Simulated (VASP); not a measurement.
# Sn2P (C2/m) in VASP: a series of runs

Sn2P is run at these levels: PBE; tasks: single point.

Everything below comes from runs of VASP 6.6.1. Logs are shortened: lines on timing, memory, paths and dates and some standing lists are left out, and cuts for length are marked.

## Step 1: The cell of the first run

The structure is monoclinic, space group C2/m (No. 12). The conventional cell has a = 6.762 Å, b = 3.853 Å, c = 6.165 Å, α = 90.00°, β = 112.02°, γ = 90.00°. Within 3.7 Å of Sn (site symmetry m) lie 3 P at 2.78 to 2.80 Å and 3 Sn at 3.26 to 3.30 Å. Within 3.7 Å of P (site symmetry 2/m) lie 6 Sn at 2.78 to 2.80 Å.

## Step 2: Single point, PBE

Contents of INCAR:

```
SYSTEM = Sn2P
PREC = Accurate
ENCUT = 520
EDIFF = 1E-6
ISMEAR = 0
SIGMA = 0.1
LREAL = .False.
LASPH = .True.
NELM = 100
ALGO = Normal
ISIF = 2
LWAVE = .False.
LCHARG = .False.
GGA = PE
NBANDS = 24
```

Contents of KPOINTS:

```
Automatic mesh
0
Gamma
  6 6 4
  0 0 0
```

Contents of POSCAR:

```
Sn2P
1.0
    3.3809746824     -1.9267470388     -0.0231097694
    3.3809746824      1.9267470388     -0.0231097694
   -2.2721775022      0.0000000000      5.7313213543
Sn P
2 1
Direct
    0.7655820146      0.7655820146      0.2895518404
    0.2344179854      0.2344179854      0.7104481596
    0.0000000000      0.0000000000      0.0000000000
```

Potentials or basis: VASP PAW PBE potentials, release 64 (Sn_d, P).

Run with:

```
cat potpaw_PBE.64/Sn_d/POTCAR potpaw_PBE.64/P/POTCAR > POTCAR
mpirun -np 1 vasp_std > vasp.out
```

OUTCAR:

```text
SYSTEM = Sn2P
   PREC = Accurate
   ENCUT = 520
   EDIFF = 1E-6
   ISMEAR = 0
   LREAL = .False.
   LASPH = .True.
   NELM = 100
   ISIF = 2
   GGA = PE

 ion  position               nearest neighbor table
   1  0.766  0.766  0.290-   3 2.78   3 2.78   3 2.80   2 3.26   2 3.30   2 3.30
   2  0.234  0.234  0.710-   3 2.78   3 2.78   3 2.80   1 3.26   1 3.30   1 3.30
   3  0.000  0.000  0.000-   1 2.78   1 2.78   2 2.78   2 2.78   1 2.80   2 2.80

  LATTYP: Found a base centered monoclinic cell.
 ALAT       =     6.7621073237
 B/A-ratio  =     0.5698658559
 C/A-ratio  =     0.9117413382
 COS(beta)  =    -0.3748886781

  Lattice vectors:

 A1 = (   3.3809746824,  -1.9267470388,  -0.0231097694)
 A2 = (   3.3809746824,   1.9267470388,  -0.0231097694)
 A3 = (  -2.2721775022,   0.0000000000,   5.7313213543)

Analysis of symmetry for initial positions (statically):
=====================================================================
 Subroutine PRICEL returns:
 Original cell was already a primitive cell.

 Routine SETGRP: Setting up the symmetry group for a
 base centered monoclinic supercell.

 Subroutine GETGRP returns: Found  4 space group operations
 (whereof  4 operations were pure point group operations)
 out of a pool of  4 trial point group operations.

The static configuration has the point symmetry C_2h.

Analysis of symmetry for dynamics (positions and initial velocities):
=====================================================================
 Subroutine PRICEL returns:
 Original cell was already a primitive cell.

 Routine SETGRP: Setting up the symmetry group for a
 base centered monoclinic supercell.

 Subroutine GETGRP returns: Found  4 space group operations
 (whereof  4 operations were pure point group operations)
 out of a pool of  4 trial point group operations.

The dynamic configuration has the point symmetry C_2h.

 Subroutine INISYM returns: Found  4 space group operations
 (whereof  4 operations are pure point group operations),
 and found     1 'primitive' translations

----------------------------------------------------------------------------------------

                                     Primitive cell

  volume of cell :      74.4686

  direct lattice vectors                    reciprocal lattice vectors
     3.380974682 -1.926747039 -0.023109769     0.148288183 -0.259504746  0.058788725
     3.380974682  1.926747039 -0.023109769     0.148288183  0.259504746  0.058788725
    -2.272177502  0.000000000  5.731321354     0.001195852  0.000000000  0.174953929

  length of vectors
     3.891513589  3.891513589  6.165292780     0.304611576  0.304611576  0.174958016

  position of ions in fractional coordinates (direct lattice)
     0.765582015  0.765582015  0.289551840
     0.234417985  0.234417985  0.710448160
     0.000000000  0.000000000  0.000000000

  ion indices of the primitive-cell ions
   primitive index   ion index
                 1           1
                 2           2
                 3           3

----------------------------------------------------------------------------------------

 KPOINTS: Automatic mesh

Automatic generation of k-mesh.
 Grid dimensions read from file:
 generate k-points for:    6    6    4

 Generating k-lattice:

  Cartesian coordinates                     Fractional coordinates (reciprocal lattice)
     0.024714697 -0.043250791  0.009798121     0.166666667 -0.000000000  0.000000000
     0.024714697  0.043250791  0.009798121    -0.000000000  0.166666667  0.000000000
     0.000298963  0.000000000  0.043738482     0.000000000  0.000000000  0.250000000

  Length of vectors
     0.050768596  0.050768596  0.043739504

  Shift w.r.t. Gamma in fractional coordinates (k-lattice)
     0.000000000  0.000000000  0.000000000

 Subroutine IBZKPT returns following result:
 ===========================================

 Found     47 irreducible k-points:

 Following reciprocal coordinates:
            Coordinates               Weight
  0.000000  0.000000  0.000000      1.000000
  0.166667 -0.000000  0.000000      4.000000
  0.333333 -0.000000 -0.000000      4.000000
  0.500000 -0.000000 -0.000000      2.000000
  0.166667  0.166667  0.000000      2.000000
  0.333333  0.166667 -0.000000      4.000000
[... 16 lines left out ...]
 -0.333333  0.166667  0.250000      4.000000
 -0.166667  0.166667  0.250000      4.000000
 [... further k-points ...]
   k-points           NKPTS =     47   k-points in BZ     NKDIM =     47   number of bands    NBANDS=     24
   number of dos      NEDOS =    301   number of ions     NIONS =      3
   total plane-waves  NPLWV =  43200
   dimension x,y,z NGX =    30 NGY =   30 NGZ =   48
   dimension x,y,z NGXF=    60 NGYF=   60 NGZF=   96
   ions per type =               2   1
   NGX,Y,Z   is equivalent  to a cutoff of  12.82, 12.82, 12.94 a.u.
   NGXF,Y,Z  is equivalent  to a cutoff of  25.63, 25.63, 25.89 a.u.
 SYSTEM =  Sn2P
   PREC   = accura    normal or accurate (medium, high low for compatibility)
   ISTART =      0    job   : 0-new  1-cont  2-samecut
   ICHARG =      2    charge: 1-file 2-atom 10-const
   ISPIN  =      1    spin polarized calculation?
   LNONCOLLINEAR =      F non collinear calculations
   LSORBIT =      F    spin-orbit coupling
   LASPH  =      T    aspherical Exc in radial PAW
   ENCUT  =  520.0 eV  38.22 Ry    6.18 a.u.   7.24  7.24 11.46*2*pi/ulx,y,z
   NELM   =    100;   NELMIN=  2; NELMDL= -5     # of ELM steps
   EDIFF  = 0.1E-05   stopping-criterion for ELM
   LREAL  =      F    real-space projection
   EDIFFG = 0.1E-04   stopping-criterion for IOM
   NSW    =      0    number of steps for IOM
   IBRION =     -1    ionic relax: 0-MD 1-quasi-New 2-CG
   NFREE  =      0    steps in history (QN), initial steepest desc. (CG)
   ISIF   =      2    stress and relaxation
   ISYM   =      2    0-nonsym 1-usesym 2-fastsym
   POTIM  = 0.5000    time-step for ionic-motion
   TEBEG  =    0.0;   TEEND  =   0.0 temperature during run
   PSTRESS=    0.0 pullay stress
   NELECT =      33.0000    total number of electrons
   NUPDOWN=      -1.0000    fix difference up-down
   EMIN   =  10.00;   EMAX   =-10.00  energy-range for DOS
   EFERMI =   0.00;   METHOD = LEGACY
   ISMEAR =     0;   SIGMA  =   0.10  broadening in eV -4-tet -1-fermi 0-gaus
   EFERMI_NEDOS =   21; number of points for ismear=-14 and -15
   IALGO  =     38    algorithm
   IMIX   =      4    mixing-type and parameters
     AMIX     =   0.40;   BMIX     =  1.00
     AMIX_MAG =   1.60;   BMIX_MAG =  1.00
  volume/ion in A,a.u.               =      24.82       167.51
  Fermi-wavevector in a.u.,A,eV,Ry     =   1.248117  2.358598 21.195090  1.557795
  Thomas-Fermi vector in A             =   2.382218
   LORBIT       =      0    0 simple, 1 ext, 2 COOP (PROOUT), +10 PAW based schemes
   GGA     = PE    functional components
   LHFCALC =     F    Hartree Fock is set to
   AEXX    =    0.0000 exact exchange contribution
   IVDW    =     0    specifies the selected vdW correction
   LEPSILON=     F    determine dielectric tensor
   LRPA    =     F    only Hartree local field effects (RPA)
 non-spin polarized calculation
 Gauss-broadening in eV      SIGMA  =   0.10
  energy-cutoff  :      520.00
  volume of cell :       74.47
 maximum number of plane-waves:      2016
 NGX is ok and might be reduce to    30
   NGX = 15   NGY = 15   NGZ = 23

 number of electron      32.9999998 magnetization

 Free energy of the ion-electron system (eV)
  ---------------------------------------------------
  ext. energy  EPLUGINS =         0.00000000
  ---------------------------------------------------
  free energy    TOTEN  =       -12.97951484 eV

  energy without entropy =      -12.97379559  energy(sigma->0) =      -12.97665521

 E-fermi :   7.4490     XC(G=0): -10.1328

 val. band max:        7.4298179526   @ k =   0.5000   0.3333   0.2500
 cond. band min:       7.4546921374   @ k =  -0.3333   0.3333   0.5000
 fundamental gap:      0.0248741848
 Fermi energy:         7.4489862251

 k-point     1 :       0.0000    0.0000    0.0000
  band No.  band energies     occupation
      1     -14.1487      2.00000
      2     -14.1398      2.00000
      3     -14.1293      2.00000
      4     -14.1279      2.00000
      5     -14.1014      2.00000
      6     -14.0788      2.00000
[... 16 lines left out ...]
     23      14.1639      0.00000
     24      14.3011      0.00000

 k-point     2 :       0.1667   -0.0000    0.0000
  band No.  band energies     occupation
      1     -14.1445      2.00000
      2     -14.1378      2.00000
      3     -14.1313      2.00000
      4     -14.1176      2.00000
      5     -14.0915      2.00000
      6     -14.0795      2.00000
[... 16 lines left out ...]
     23      14.6843      0.00000
     24      15.4522      0.00000

 k-point     3 :       0.3333   -0.0000   -0.0000
  band No.  band energies     occupation
      1     -14.1405      2.00000
      2     -14.1332      2.00000
      3     -14.1296      2.00000
      4     -14.0960      2.00000
      5     -14.0927      2.00000
      6     -14.0743      2.00000
[... 16 lines left out ...]
     23      14.8027      0.00000
     24      15.7239      0.00000

 k-point     4 :       0.5000   -0.0000   -0.0000
  band No.  band energies     occupation
      1     -14.1407      2.00000
      2     -14.1299      2.00000
      3     -14.1208      2.00000
      4     -14.1067      2.00000
      5     -14.0873      2.00000
      6     -14.0722      2.00000
[... 16 lines left out ...]
     23      14.8403      0.00000
     24      16.8304      0.00000

 k-point     5 :       0.1667    0.1667    0.0000
  band No.  band energies     occupation
      1     -14.1445      2.00000
      2     -14.1370      2.00000
      3     -14.1328      2.00000
      4     -14.1149      2.00000
      5     -14.0906      2.00000
      6     -14.0805      2.00000
[... 451 lines left out ...]
 k-point    22 :       0.5000    0.1667    0.2500
  band No.  band energies     occupation
      1     -14.1480      2.00000
      2     -14.1383      2.00000
      3     -14.1326      2.00000
      4     -14.1051      2.00000
      5     -14.0855      2.00000
      6     -14.0799      2.00000
[... 16 lines left out ...]
     23      14.6627      0.00000
     24      15.3012      0.00000

 k-point    23 :      -0.3333    0.1667    0.2500
  band No.  band energies     occupation
      1     -14.1503      2.00000
      2     -14.1376      2.00000
      3     -14.1312      2.00000
      4     -14.1011      2.00000
      5     -14.0890      2.00000
      6     -14.0791      2.00000
[... 16 lines left out ...]
     23      14.0846      0.00000
     24      15.2680      0.00000

 k-point    24 :      -0.1667    0.1667    0.2500
  band No.  band energies     occupation
      1     -14.1430      2.00000
      2     -14.1374      2.00000
      3     -14.1291      2.00000
      4     -14.1079      2.00000
      5     -14.0854      2.00000
      6     -14.0800      2.00000
[... 16 lines left out ...]
     23      14.0127      0.00000
     24      14.6096      0.00000

 [... further k-points ...]

------------------------ aborting loop because EDIFF is reached ----------------------------------------

  FORCE on cell =-STRESS in cart. coord.  units (eV):
  Direction    XX          YY          ZZ          XY          YZ          ZX
  --------------------------------------------------------------------------------------
  -------------------------------------------------------------------------------------
  Total       -0.0050011     -0.0273930     -0.0189407      0.0000000      0.0000000      0.0399220
  in kB       -0.1075973     -0.5893562     -0.4075054      0.0000000      0.0000000      0.8589148
  external PRESSURE =      -0.3681530 kB  Pullay stress =       0.0000000 kB

 VOLUME and BASIS-vectors are now :
 -----------------------------------------------------------------------------
  energy-cutoff  :      520.00
  volume of cell :       74.47
      direct lattice vectors                 reciprocal lattice vectors
     3.380974682 -1.926747039 -0.023109769     0.148288183 -0.259504746  0.058788725
     3.380974682  1.926747039 -0.023109769     0.148288183  0.259504746  0.058788725
    -2.272177502  0.000000000  5.731321354     0.001195852  0.000000000  0.174953929

 POSITION                                       TOTAL-FORCE (eV/Angst)
 -----------------------------------------------------------------------------------
      4.51891      0.00000      1.62413        -0.004339      0.000000      0.000297
     -0.02914      0.00000      4.06097         0.004339      0.000000     -0.000297
      0.00000      0.00000      0.00000         0.000000      0.000000      0.000000
 -----------------------------------------------------------------------------------
    total drift:                                0.000000      0.000000     -0.000000

  FREE ENERGIE OF THE ION-ELECTRON SYSTEM (eV)
  ---------------------------------------------------
  free  energy   TOTEN  =       -12.9795148365 eV

  energy  without entropy=      -12.9737955869  energy(sigma->0) =      -12.97665521
```

Wall time 2.3 min (1 thread of Intel Xeon 8259CL, shared host); peak memory 0.23 GiB.

Results:

```
Free energy            : -12.9795 eV
Pressure               : 0.0 GPa
Largest force          : 0.004 eV/Å
Band gap on the k mesh : zero (an odd number of electrons rules out a gap without spin polarisation)
```

Forces in eV/Å, atoms in the order of the input:
```
Sn  -0.004  0.000  0.000
Sn   0.004  0.000  0.000
P    0.000  0.000  0.000
```

Caveat: spin-orbit coupling is left out, which moves the levels of the heavy elements.

## Step 3: Single point, PBE

This run uses another cell than the first one, of 28.63 Å³/atom.

Contents of INCAR:

```
SYSTEM = Sn2P
PREC = Accurate
ENCUT = 520
EDIFF = 1E-7
ISMEAR = 0
SIGMA = 0.1
LREAL = .FALSE.
LASPH = .TRUE.
NELM = 80
ALGO = Normal
ISIF = 2
LWAVE = .FALSE.
LCHARG = .FALSE.
GGA = PE
NBANDS = 24
```

Contents of KPOINTS:

```
regular mesh
0
G
  6 6 4
  0 0 0
```

Contents of POSCAR:

```
Sn2P
1.0
    3.4221849043     -1.9752985476      0.0000000000
    3.4221849043      1.9752985476      0.0000000000
   -2.2564492105      0.0000000000      6.3528931244
Sn P
2 1
Direct
    0.7380000000      0.7380000000      0.2310000000
    0.2620000000      0.2620000000      0.7690000000
    0.0000000000      0.0000000000      0.0000000000
```

Potentials or basis: VASP PAW PBE potentials, release 64 (Sn_d, P).

Run with:

```
cat potpaw_PBE.64/Sn_d/POTCAR potpaw_PBE.64/P/POTCAR > POTCAR
mpirun -np 1 vasp_std > vasp.out
```

It took 2.8 min on 1 thread of Intel Xeon 8259CL, shared host; peak memory 0.25 GiB.

The run converged. Its results:

```
Free energy            : -12.5336 eV
Pressure               : 1.6 GPa
Largest force          : 1.112 eV/Å
Band gap on the k mesh : zero (an odd number of electrons rules out a gap without spin polarisation)
```

Forces on the atoms (eV/Å):
```
Sn   0.087  0.000  1.109
Sn  -0.087  0.000 -1.109
P    0.000  0.000  0.000
```

Stress tensor (GPa, compression positive):
```
0.85 0.00 0.73
0.00 1.95 0.00
0.73 0.00 2.15
```

Levels at points of the mesh, in eV from the Fermi level:
```
           k point  band 12  band 13  band 14  band 15  band 16  band 17  band 18  band 19  band 20  band 21
(0.00, 0.00, 0.00)    -8.02    -5.69    -2.00    -1.86    -0.20     0.76     1.43     1.46     4.16     4.73
(0.50, 0.00, 0.00)    -8.63    -6.02    -4.61    -3.38    -1.65    -0.54    -0.06     1.24     2.18     5.83
(0.50, 0.50, 0.00)    -8.59    -5.79    -4.98    -3.49    -1.62    -1.16     1.83     1.91     3.58     3.77
(0.00, 0.00, 0.50)    -8.71    -3.92    -2.03    -1.89    -1.65     1.01     1.55     1.63     3.08     4.51
(0.50, 0.00, 0.50)    -8.66    -5.91    -4.95    -3.44    -1.61    -1.10     1.85     2.02     3.58     3.66
(0.50, 0.50, 0.50)    -8.53    -5.98    -4.65    -3.42    -1.49    -0.57    -0.17     1.20     2.09     5.89
```

Caveat: spin-orbit coupling is left out, which moves the levels of the heavy elements; forces of over 1 eV/Å act on the atoms, so gaps and moduli don't describe the material at rest.

The gap in the log of VASP goes by the Fermi energy; the results here count the filled bands.